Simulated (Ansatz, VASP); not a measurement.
One calculation of Sn3Mo2, two programs

```
Sn Mo
1.0
     5.01953    0.00000    0.00000
     0.00000    5.01953    0.00000
     0.00000    0.00000    5.01953
Sn Mo
3 2
Direct
  0.50000 0.00000 0.00000
  0.00000 0.50000 0.00000
  0.00000 0.00000 0.50000
  0.00000 0.00000 0.00000
  0.50000 0.50000 0.50000
```

Alike in both runs: task single point; functional PBE; k mesh 4 × 4 × 4; occupations gaussian, width 0.1 eV; no spin polarisation.

|  | VASP | Ansatz |
| --- | --- | --- |
| version | VASP 6.6.1 | Ansatz 0.2.0 |
| potentials or method | VASP PAW PBE potentials, release 64 (Sn_d, Mo_sv), cutoff 520 eV | scalar-relativistic, plane waves, PAW |
| valence electrons in the cell | 70 | 70 |

```tsv
	VASP	Ansatz	Ansatz less VASP
gap on the k mesh at the Fermi level (eV)	none	none	-
pressure (GPa)	5.8	5.8	-0.07
```

A gap of «none» marks a metal or a gap that the smearing closes. With one functional, cell and mesh, what is left measures potentials, basis and numerics.
